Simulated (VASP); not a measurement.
# SnSe (Fm-3m) in VASP: settings compared

The runs below take SnSe through single point, with PBE, RPBE+D4, PBE exchange alone, PBE+D3(BJ).

Program: VASP 6.6.1. These are calculated values, not measurements. Logs are shortened: lines on timing, memory, paths and dates and some standing lists are left out, and cuts for length are marked.

## 1. The cell of the first run

Symmetry: Fm-3m, No. 225, cubic system. The conventional cell has a = 6.020 Å, b = 6.020 Å, c = 6.020 Å, α = 90.00°, β = 90.00°, γ = 90.00°. Within 4.0 Å of Sn (site symmetry m-3m) lie 6 Se at 3.01 Å. Within 4.0 Å of Se (site symmetry m-3m) lie 6 Sn at 3.01 Å.

## 2. Single point, PBE

Contents of INCAR:

```
SYSTEM = SnSe
PREC = Accurate
ENCUT = 520
EDIFF = 1E-7
ISMEAR = 0
SIGMA = 0.023
LREAL = .FALSE.
LASPH = .TRUE.
NELM = 100
ALGO = Normal
ISIF = 2
LWAVE = .FALSE.
LCHARG = .FALSE.
GGA = PE
NBANDS = 17
```

Contents of KPOINTS:

```
Automatic mesh
0
G
  8 8 8
  0 0 0
```

Contents of POSCAR:

```
SnSe
1.0
    0.0000000000      3.0100000000      3.0100000000
    3.0100000000      0.0000000000      3.0100000000
    3.0100000000      3.0100000000      0.0000000000
Sn Se
1 1
Direct
    0.0000000000      0.0000000000      0.0000000000
    0.5000000000      0.5000000000      0.5000000000
```

Potentials or basis: VASP PAW PBE potentials, release 64 (Sn_d, Se).

Launch:

```sh
> cat potpaw_PBE.64/Sn_d/POTCAR potpaw_PBE.64/Se/POTCAR > POTCAR
> mpirun -np 1 vasp_std > vasp.out
```

OUTCAR:

```text
SYSTEM = SnSe
   PREC = Accurate
   ENCUT = 520
   EDIFF = 1E-7
   ISMEAR = 0
   LREAL = .FALSE.
   LASPH = .TRUE.
   NELM = 100
   ISIF = 2
   GGA = PE

 ion  position               nearest neighbor table
   1  0.000  0.000  0.000-   2 3.01   2 3.01   2 3.01   2 3.01   2 3.01   2 3.01
   2  0.500  0.500  0.500-   1 3.01   1 3.01   1 3.01   1 3.01   1 3.01   1 3.01

  LATTYP: Found a face centered cubic cell.
 ALAT       =     6.0200000000

  Lattice vectors:

 A1 = (   0.0000000000,   3.0100000000,   3.0100000000)
 A2 = (   3.0100000000,   0.0000000000,   3.0100000000)
 A3 = (   3.0100000000,   3.0100000000,   0.0000000000)

Analysis of symmetry for initial positions (statically):
=====================================================================
 Subroutine PRICEL returns:
 Original cell was already a primitive cell.

 Routine SETGRP: Setting up the symmetry group for a
 face centered cubic supercell.

 Subroutine GETGRP returns: Found 48 space group operations
[... 9 lines left out ...]

 Routine SETGRP: Setting up the symmetry group for a
 face centered cubic supercell.

 Subroutine GETGRP returns: Found 48 space group operations
[... 11 lines left out ...]
                                     Primitive cell

  volume of cell :      54.5418

  direct lattice vectors                    reciprocal lattice vectors
     0.000000000  3.010000000  3.010000000    -0.166112957  0.166112957  0.166112957
     3.010000000  0.000000000  3.010000000     0.166112957 -0.166112957  0.166112957
     3.010000000  3.010000000  0.000000000     0.166112957  0.166112957 -0.166112957

  length of vectors
     4.256782823  4.256782823  4.256782823     0.287716081  0.287716081  0.287716081

  position of ions in fractional coordinates (direct lattice)
     0.000000000  0.000000000  0.000000000
     0.500000000  0.500000000  0.500000000

  ion indices of the primitive-cell ions
   primitive index   ion index
                 1           1
                 2           2

----------------------------------------------------------------------------------------

 KPOINTS: Automatic mesh

Automatic generation of k-mesh.
 Grid dimensions read from file:
 generate k-points for:    8    8    8

 Generating k-lattice:

  Cartesian coordinates                     Fractional coordinates (reciprocal lattice)
    -0.020764120  0.020764120  0.020764120     0.125000000  0.000000000  0.000000000
     0.020764120 -0.020764120  0.020764120     0.000000000  0.125000000  0.000000000
     0.020764120  0.020764120 -0.020764120     0.000000000  0.000000000  0.125000000

  Length of vectors
[... 47 lines left out ...]
   ISTART =      0    job   : 0-new  1-cont  2-samecut
   ICHARG =      2    charge: 1-file 2-atom 10-const
   ISPIN  =      1    spin polarized calculation?
   LNONCOLLINEAR =      F non collinear calculations
   LSORBIT =      F    spin-orbit coupling
   LASPH  =      T    aspherical Exc in radial PAW
   ENCUT  =  520.0 eV  38.22 Ry    6.18 a.u.   7.91  7.91  7.91*2*pi/ulx,y,z
   NELM   =    100;   NELMIN=  2; NELMDL= -5     # of ELM steps
   EDIFF  = 0.1E-06   stopping-criterion for ELM
   LREAL  =      F    real-space projection
   EDIFFG = 0.1E-05   stopping-criterion for IOM
   NSW    =      0    number of steps for IOM
   IBRION =     -1    ionic relax: 0-MD 1-quasi-New 2-CG
   NFREE  =      0    steps in history (QN), initial steepest desc. (CG)
   ISIF   =      2    stress and relaxation
   ISYM   =      2    0-nonsym 1-usesym 2-fastsym
   POTIM  = 0.5000    time-step for ionic-motion
   TEBEG  =    0.0;   TEEND  =   0.0 temperature during run
   PSTRESS=    0.0 pullay stress
   NELECT =      20.0000    total number of electrons
   NUPDOWN=      -1.0000    fix difference up-down
   EMIN   =  10.00;   EMAX   =-10.00  energy-range for DOS
   EFERMI =   0.00;   METHOD = LEGACY
   ISMEAR =     0;   SIGMA  =   0.02  broadening in eV -4-tet -1-fermi 0-gaus
   EFERMI_NEDOS =   21; number of points for ismear=-14 and -15
   IALGO  =     38    algorithm
   IMIX   =      4    mixing-type and parameters
     AMIX     =   0.40;   BMIX     =  1.00
     AMIX_MAG =   1.60;   BMIX_MAG =  1.00
  volume/ion in A,a.u.               =      27.27       184.03
  Fermi-wavevector in a.u.,A,eV,Ry     =   1.171768  2.214321 18.681350  1.373040
  Thomas-Fermi vector in A             =   2.308207
   LORBIT       =      0    0 simple, 1 ext, 2 COOP (PROOUT), +10 PAW based schemes
   GGA     = PE    functional components
   LHFCALC =     F    Hartree Fock is set to
   AEXX    =    0.0000 exact exchange contribution
   IVDW    =     0    specifies the selected vdW correction
   LEPSILON=     F    determine dielectric tensor
   LRPA    =     F    only Hartree local field effects (RPA)
 non-spin polarized calculation
 Gauss-broadening in eV      SIGMA  =   0.02
  energy-cutoff  :      520.00
  volume of cell :       54.54
 maximum number of plane-waves:      1480
   NGX = 15   NGY = 15   NGZ = 15

 number of electron      20.0000005 magnetization

 Free energy of the ion-electron system (eV)
  ---------------------------------------------------
  ext. energy  EPLUGINS =         0.00000000
  ---------------------------------------------------
  free energy    TOTEN  =        -8.21894575 eV

  energy without entropy =       -8.21894575  energy(sigma->0) =       -8.21894575

 E-fermi :   5.7192     XC(G=0):  -9.5995

 val. band max:        5.5841218464   @ k =   0.5000   0.0000   0.0000
 cond. band min:       6.1660843517   @ k =   0.5000   0.0000   0.0000
 fundamental gap:      0.5819625054
 Fermi energy:         5.7191924317

 k-point     1 :       0.0000    0.0000    0.0000
  band No.  band energies     occupation
      1     -16.0187      2.00000
      2     -16.0187      2.00000
      3     -16.0187      2.00000
      4     -16.0165      2.00000
      5     -16.0165      2.00000
      6      -8.2796      2.00000
[... 457 lines left out ...]
      4     -16.0098      2.00000
      5     -16.0046      2.00000
      6      -7.2022      2.00000
[... 9 lines left out ...]
     16      16.3817      0.00000
     17      16.4646      0.00000

 [... further k-points ...]
[... 5 lines left out ...]
  --------------------------------------------------------------------------------------
  -------------------------------------------------------------------------------------
  Total        0.3138343      0.3138343      0.3138343      0.0000000     -0.0000000     -0.0000000
  in kB        9.2189518      9.2189518      9.2189518      0.0000000     -0.0000000     -0.0000000
  external PRESSURE =       9.2189518 kB  Pullay stress =       0.0000000 kB

 VOLUME and BASIS-vectors are now :
 -----------------------------------------------------------------------------
  energy-cutoff  :      520.00
  volume of cell :       54.54
      direct lattice vectors                 reciprocal lattice vectors
     0.000000000  3.010000000  3.010000000    -0.166112957  0.166112957  0.166112957
     3.010000000  0.000000000  3.010000000     0.166112957 -0.166112957  0.166112957
     3.010000000  3.010000000  0.000000000     0.166112957  0.166112957 -0.166112957

 POSITION                                       TOTAL-FORCE (eV/Angst)
 -----------------------------------------------------------------------------------
      0.00000      0.00000      0.00000         0.000000      0.000000     -0.000000
      3.01000      3.01000      3.01000        -0.000000     -0.000000      0.000000
 -----------------------------------------------------------------------------------
    total drift:                                0.000000     -0.000000     -0.000000

  FREE ENERGIE OF THE ION-ELECTRON SYSTEM (eV)
  ---------------------------------------------------
  free  energy   TOTEN  =        -8.2189457526 eV

  energy  without entropy=       -8.2189457526  energy(sigma->0) =       -8.21894575
```

stdout:

```text
POSCAR found type information on POSCAR SnSe
 POSCAR found :  2 types and       2 ions
 scaLAPACK will be used
 LDA part: xc-table for (Slater+PW92), standard interpolation
 POSCAR, INCAR and KPOINTS ok, starting setup
 FFT: planning ... GRIDC
 FFT: planning ... GRID_SOFT
 FFT: planning ... GRID
 WAVECAR not read
 entering main loop
```

Run time: 18 s. Hardware: 1 thread of Intel Xeon Platinum 8259CL at 2.50GHz (Skylake/Cascade Lake), shared host; peak memory 0.19 GiB.

What came out:

```
Free energy            : -8.2189 eV
Pressure               : 0.9 GPa
Band gap on the k mesh : 0.58 eV, direct
```

Levels at points of the mesh, in eV from the valence-band top:
```
           k point  band 7  band 8  band 9  band 10  band 11  band 12  band 13  band 14
(0.00, 0.00, 0.00)   -5.06   -2.19   -2.19    -2.19     4.32     4.32     4.32     5.87
(0.50, 0.00, 0.00)   -8.04   -1.94   -1.94     0.00     0.58     1.25     1.25     8.25
(0.50, 0.50, 0.00)   -6.00   -5.46   -3.63    -3.63     3.03     5.35     5.35     5.97
```

Caveat: spin-orbit coupling is left out, which moves the levels of the heavy elements.

[end of part 1 of 2]
